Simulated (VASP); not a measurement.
# C in VASP: a series of runs, part 2 of 3

VASP 6.6.1. The steps go on from the part before.

**3. Single point, PBE+D3(BJ)**

This run uses another cell than the first one, of 68.45 Å³/atom, 1.017 times its volume.

INCAR reads:

```
SYSTEM = C
PREC     = Accurate       ! precision mode
ENCUT    = 520            ! plane-wave cutoff, eV
EDIFF    = 1E-6           ! SCF threshold, eV
ISMEAR   = 0              ! smearing method
SIGMA    = 0.1            ! smearing width, eV
LREAL    = .FALSE.        ! projectors in reciprocal space
LASPH    = .TRUE.         ! aspherical terms in the spheres
NELM     = 100            ! most SCF steps
ALGO     = Normal         ! electronic algorithm
ISIF     = 2              ! what is computed and relaxed
LWAVE    = .FALSE.        ! write WAVECAR
LCHARG   = .TRUE.         ! write CHGCAR
LDIPOL   = .TRUE.       
IDIPOL   = 3            
DIPOL    = 0.5 0.5 0.500
GGA      = PE             ! functional
IVDW     = 12             ! dispersion correction
LELF     = .TRUE.         ! ELF
LVHAR    = .TRUE.       
LVACPOTAV= .TRUE.       
NBANDS   = 11             ! bands
```

KPOINTS reads:

```
regular mesh
0
G
  21 21 1
  0 0 0
```

POSCAR reads:

```
C
1.0
    2.4657067203      0.0000000000      0.0000000000
   -1.2328533601      2.1353646581      0.0000000000
    0.0000000000      0.0000000000     26.0000000000
C
2
Direct
    0.0000000000      0.0000000000      0.5000000000
    0.6666666667      0.3333333333      0.5000000000
```

Potentials or basis: VASP PAW PBE potentials, release 64 (C).

Started as:

```bash
> cat potpaw_PBE.64/C/POTCAR > POTCAR
> mpirun -np 1 vasp_std > vasp.out
```

OUTCAR:

```text
SYSTEM = C
   PREC = Accurate
   ENCUT = 520
   EDIFF = 1E-6
   ISMEAR = 0
   LREAL = .FALSE.
   LASPH = .TRUE.
   NELM = 100
   ISIF = 2
   GGA = PE
   IVDW = 12
 IVDW          = 12

 ion  position               nearest neighbor table
   1  0.000  0.000  0.500-   2 1.42   2 1.42   2 1.42
   2  0.667  0.333  0.500-   1 1.42   1 1.42   1 1.42

  LATTYP: Found a hexagonal cell.
 ALAT       =     2.4657067203
 C/A-ratio  =    10.5446441728

  Lattice vectors:

 A1 = (   2.4657067203,   0.0000000000,   0.0000000000)
 A2 = (  -1.2328533601,   2.1353646581,   0.0000000000)
 A3 = (   0.0000000000,   0.0000000000,  26.0000000000)

Analysis of symmetry for initial positions (statically):
=====================================================================
 Subroutine PRICEL returns:
 Original cell was already a primitive cell.

 Routine SETGRP: Setting up the symmetry group for a
 hexagonal supercell.

 Subroutine GETGRP returns: Found 24 space group operations
 (whereof 12 operations were pure point group operations)
 out of a pool of 24 trial point group operations.

The static configuration has the point symmetry D_3h.
 The point group associated with its full space group is D_6h.

Analysis of symmetry for dynamics (positions and initial velocities):
=====================================================================
 Subroutine PRICEL returns:
 Original cell was already a primitive cell.

 Routine SETGRP: Setting up the symmetry group for a
 hexagonal supercell.

 Subroutine GETGRP returns: Found 24 space group operations
 (whereof 12 operations were pure point group operations)
 out of a pool of 24 trial point group operations.

The dynamic configuration has the point symmetry D_3h.
 The point group associated with its full space group is D_6h.

 Subroutine INISYM returns: Found 24 space group operations
 (whereof 12 operations are pure point group operations),
 and found     1 'primitive' translations

----------------------------------------------------------------------------------------

                                     Primitive cell

  volume of cell :     136.8948

  direct lattice vectors                    reciprocal lattice vectors
     2.465706720  0.000000000  0.000000000     0.405563237  0.234152044  0.000000000
    -1.232853360  2.135364658  0.000000000     0.000000000  0.468304089  0.000000000
     0.000000000  0.000000000 26.000000000     0.000000000  0.000000000  0.038461538

  length of vectors
     2.465706720  2.465706720 26.000000000     0.468304089  0.468304089  0.038461538

  position of ions in fractional coordinates (direct lattice)
     0.000000000  0.000000000  0.500000000
     0.666666667  0.333333333  0.500000000

  ion indices of the primitive-cell ions
   primitive index   ion index
                 1           1
                 2           2

----------------------------------------------------------------------------------------

 KPOINTS: regular mesh

Automatic generation of k-mesh.
 Grid dimensions read from file:
 generate k-points for:   21   21    1

 Generating k-lattice:

  Cartesian coordinates                     Fractional coordinates (reciprocal lattice)
[... 42 lines left out ...]
   k-points           NKPTS =     48   k-points in BZ     NKDIM =     48   number of bands    NBANDS=     11
   number of dos      NEDOS =    301   number of ions     NIONS =      2
   total plane-waves  NPLWV =  63504
   dimension x,y,z NGX =    18 NGY =   18 NGZ =  196
   dimension x,y,z NGXF=    36 NGYF=   36 NGZF=  392
   ions per type =               2
   NGX,Y,Z   is equivalent  to a cutoff of  12.14, 12.14, 12.53 a.u.
   NGXF,Y,Z  is equivalent  to a cutoff of  24.27, 24.27, 25.06 a.u.
 SYSTEM =  C
   PREC   = accura    normal or accurate (medium, high low for compatibility)
   ISTART =      0    job   : 0-new  1-cont  2-samecut
   ICHARG =      2    charge: 1-file 2-atom 10-const
   ISPIN  =      1    spin polarized calculation?
   LNONCOLLINEAR =      F non collinear calculations
   LSORBIT =      F    spin-orbit coupling
   LASPH  =      T    aspherical Exc in radial PAW
   ENCUT  =  520.0 eV  38.22 Ry    6.18 a.u.   4.58  4.58 48.34*2*pi/ulx,y,z
   NELM   =    100;   NELMIN=  2; NELMDL= -5     # of ELM steps
   EDIFF  = 0.1E-05   stopping-criterion for ELM
   LREAL  =      F    real-space projection
   EDIFFG = 0.1E-04   stopping-criterion for IOM
   NSW    =      0    number of steps for IOM
   IBRION =     -1    ionic relax: 0-MD 1-quasi-New 2-CG
   NFREE  =      0    steps in history (QN), initial steepest desc. (CG)
   ISIF   =      2    stress and relaxation
   ISYM   =      2    0-nonsym 1-usesym 2-fastsym
   POTIM  = 0.5000    time-step for ionic-motion
   TEBEG  =    0.0;   TEEND  =   0.0 temperature during run
   PSTRESS=    0.0 pullay stress
   NELECT =       8.0000    total number of electrons
   NUPDOWN=      -1.0000    fix difference up-down
   EMIN   =  10.00;   EMAX   =-10.00  energy-range for DOS
   EFERMI =   0.00;   METHOD = LEGACY
   ISMEAR =     0;   SIGMA  =   0.10  broadening in eV -4-tet -1-fermi 0-gaus
   EFERMI_NEDOS =   21; number of points for ismear=-14 and -15
   IALGO  =     38    algorithm
   IMIX   =      4    mixing-type and parameters
     AMIX     =   0.40;   BMIX     =  1.00
     AMIX_MAG =   1.60;   BMIX_MAG =  1.00
  volume/ion in A,a.u.               =      68.45       461.91
  Fermi-wavevector in a.u.,A,eV,Ry     =   0.635296  1.200535  5.491319  0.403601
  Thomas-Fermi vector in A             =   1.699581
   LORBIT       =      0    0 simple, 1 ext, 2 COOP (PROOUT), +10 PAW based schemes
   GGA     = PE    functional components
   LHFCALC =     F    Hartree Fock is set to
   AEXX    =    0.0000 exact exchange contribution
   IVDW    =    12    specifies the selected vdW correction
   LEPSILON=     F    determine dielectric tensor
   LRPA    =     F    only Hartree local field effects (RPA)
 non-spin polarized calculation
 Gauss-broadening in eV      SIGMA  =   0.10
  energy-cutoff  :      520.00
  volume of cell :      136.89
 maximum number of plane-waves:      3740
   NGX =  9   NGY =  9   NGZ = 97

 number of electron       7.9999997 magnetization

 dipolmoment           0.000000      0.000000     -0.000000 electrons x Angstroem

 Free energy of the ion-electron system (eV)
  ---------------------------------------------------
  ext. energy  EPLUGINS =         0.00000000
  ---------------------------------------------------
  free energy    TOTEN  =       -18.45101507 eV

  energy without entropy =      -18.45050334  energy(sigma->0) =      -18.45075921

 E-fermi :  -3.0883     XC(G=0):  -1.6760

 val. band max:       -3.0882733887   @ k =   0.3333   0.3333   0.0000
 cond. band min:      -3.0882733861   @ k =   0.3333   0.3333   0.0000
 fundamental gap:      0.0000000027
 Fermi energy:        -3.0882733879

 k-point     1 :       0.0000    0.0000    0.0000
  band No.  band energies     occupation
      1     -22.6135      2.00000
      2     -10.7078      2.00000
      3      -6.1343      2.00000
      4      -6.1343      2.00000
      5       0.1733      0.00000
      6       0.9449      0.00000
      7       1.2104      0.00000
      8       1.6752      0.00000
      9       1.9653      0.00000
     10       2.8640      0.00000
     11       3.2645      0.00000
[... 309 lines left out ...]
 k-point    24 :       0.1905    0.0952    0.0000
  band No.  band energies     occupation
      1     -21.1252      2.00000
      2     -10.2662      2.00000
      3      -8.9516      2.00000
      4      -8.6117      2.00000
      5       2.2086      0.00000
      6       2.9997      0.00000
      7       3.3025      0.00000
      8       3.7488      0.00000
      9       4.0455      0.00000
     10       4.2001      0.00000
     11       4.9340      0.00000

 [... further k-points ...]

------------------------ aborting loop because EDIFF is reached ----------------------------------------

 Edisp (eV)   -0.17716

 E8    (eV) :    -0.0555

  FORCE on cell =-STRESS in cart. coord.  units (eV):
  Direction    XX          YY          ZZ          XY          YZ          ZX
  --------------------------------------------------------------------------------------
  -------------------------------------------------------------------------------------
  Total       0.07770     0.07770    -0.01079     0.00000     0.00000    -0.00000
  in kB       0.90936     0.90936    -0.12630     0.00000     0.00000    -0.00000
  external pressure =        0.56 kB  Pullay stress =        0.00 kB

 VOLUME and BASIS-vectors are now :
 -----------------------------------------------------------------------------
  energy-cutoff  :      520.00
  volume of cell :      136.89
      direct lattice vectors                 reciprocal lattice vectors
     2.465706720  0.000000000  0.000000000     0.405563237  0.234152044  0.000000000
    -1.232853360  2.135364658  0.000000000     0.000000000  0.468304089  0.000000000
     0.000000000  0.000000000 26.000000000     0.000000000  0.000000000  0.038461538

 POSITION                                       TOTAL-FORCE (eV/Angst)
 -----------------------------------------------------------------------------------
      0.00000      0.00000     13.00000         0.000000     -0.000000      0.000000
      1.23285      0.71179     13.00000        -0.000000      0.000000      0.000000
 -----------------------------------------------------------------------------------
    total drift:                               -0.000000      0.000000      0.000000

  FREE ENERGIE OF THE ION-ELECTRON SYSTEM (eV)
  ---------------------------------------------------
  free  energy   TOTEN  =       -18.6281750206 eV

  energy  without entropy=      -18.6276632840  energy(sigma->0) =      -18.62791915

 vacuum level on the upper side and lower side of the slab         1.156         1.156
```

Run time: 96 s. Hardware: 1 thread of Intel Xeon 6975P-C (Granite Rapids), shared host; peak memory 0.27 GiB.

What came out:

```
Free energy                : -18.6282 eV
Band gap on the k mesh     : zero (filled and empty bands touch)
Dispersion energy per atom : -0.089 eV
```

Levels at points of the mesh, in eV from the Fermi level:
| k point | band 1 | band 2 | band 3 | band 4 | band 5 | band 6 | band 7 | band 8 |
| --- | --- | --- | --- | --- | --- | --- | --- | --- |
| (0.00, 0.00, 0.00) | -19.53 | -7.62 | -3.05 | -3.05 | 3.26 | 4.03 | 4.30 | 4.76 |

[end of part 2 of 3]
